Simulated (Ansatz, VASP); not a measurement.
MnO2: VASP beside Ansatz

INCAR

```
PREC     = Accurate       # precision mode
ENCUT    = 520            # plane-wave cutoff, eV
EDIFF    = 1E-7           # SCF threshold, eV
ISMEAR   = -1             # smearing method
SIGMA    = 0.05           # smearing width, eV
LREAL    = False          # projectors in reciprocal space
LASPH    = True           # aspherical terms in the spheres
NELM     = 150            # most SCF steps
ALGO     = Normal         # electronic algorithm
ISIF     = 2              # what is computed and relaxed
LWAVE    = False          # write WAVECAR
LCHARG   = False          # write CHGCAR
ISPIN    = 2              # spin polarisation
MAGMOM   = 4 0 0          # initial moments
LORBIT   = 11             # projections on sites
LMAXMIX  = 4              # l up to which the mixer works
GGA      = PS             # functional
NBANDS   = 24             # bands
```

Contents of KPOINTS:

```
Automatic mesh
0
Gamma
  11 11 6
```

The input POSCAR:

```
MnO2
1.0
    2.8374059371      0.0000000000      0.0000000000
   -1.4187029685      2.4572656224      0.0000000000
    0.0000000000      0.0000000000      4.5704914233
Mn O
1 2
Direct
    0.0000000000      0.0000000000      0.5000000000
    0.3333333333      0.6666666667      0.7062925700
    0.6666666667      0.3333333333      0.2937074300
```

input.yaml

```yaml
crystal:
  lattice:
    - [2.8374059371, 0.0, 0.0]
    - [-1.4187029685, 2.4572656224, 0.0]
    - [0.0, 0.0, 4.5704914233]
  atoms:
    - { symbol: Mn, position: [0.0, 0.0, 0.5], spin: 4.0 }
    - { symbol: O, position: [0.3333333333, 0.6666666667, 0.70629257] }
    - { symbol: O, position: [0.6666666667, 0.3333333333, 0.29370743] }
kpoints:
  mp_grid: { grid: [11, 11, 6] }
scf:
  occupations: { method: fermi_dirac, width: 0.05 }
hamiltonian:
  xc: pbesol
  pseudopotentials: { kind: all_electron, lapw: { basis_error: 0.002 } }
magnetization:
  spin_polarized: true
output:
  forces: true
  stress: true
  eigenvalues: true
```

Change from the starting cell: volume scaled by 0.98.

Alike in both runs: task single point; functional PBEsol; k mesh 11 × 11 × 6; occupations fermi-dirac, width 0.05 eV; collinear spin.

|  | VASP | Ansatz |
| --- | --- | --- |
| version | VASP 6.6.1 | Ansatz 0.2.0 |
| potentials or method | VASP PAW PBE potentials, release 64 (Mn_pv, O), cutoff 520 eV | all-electron LAPW, scalar-relativistic |

Ansatz gave:

- gap on the k mesh at the Fermi level (eV): 0.67
- least direct gap on the mesh (eV): 0.72
- pressure (GPa): 2.0
- traceless stress, the component that is largest in VASP (GPa): 0.40
- rms of the force components (eV/Å): 0.064
- net moment per atom (μB): 1.00
- size of the moment on the site where the two differ most (μB): 2.70

Task: Which values does VASP return?

Result: gap on the k mesh at the Fermi level (eV): 0.62; least direct gap on the mesh (eV): 0.67; pressure (GPa): 3.0; traceless stress, the component that is largest in VASP (GPa): -0.04; rms of the force components (eV/Å): 0.103; net moment per atom (μB): 1.00; size of the moment on the site where the two differ most (μB): 2.82.

VASP's potentials were made for PBE, not for PBEsol. Site moments also hang on the region over which each program counts them. Atom by atom the forces differ by 0.040 eV/Å (rms over components). Ansatz ran all-electron here, and VASP with PAW potentials.
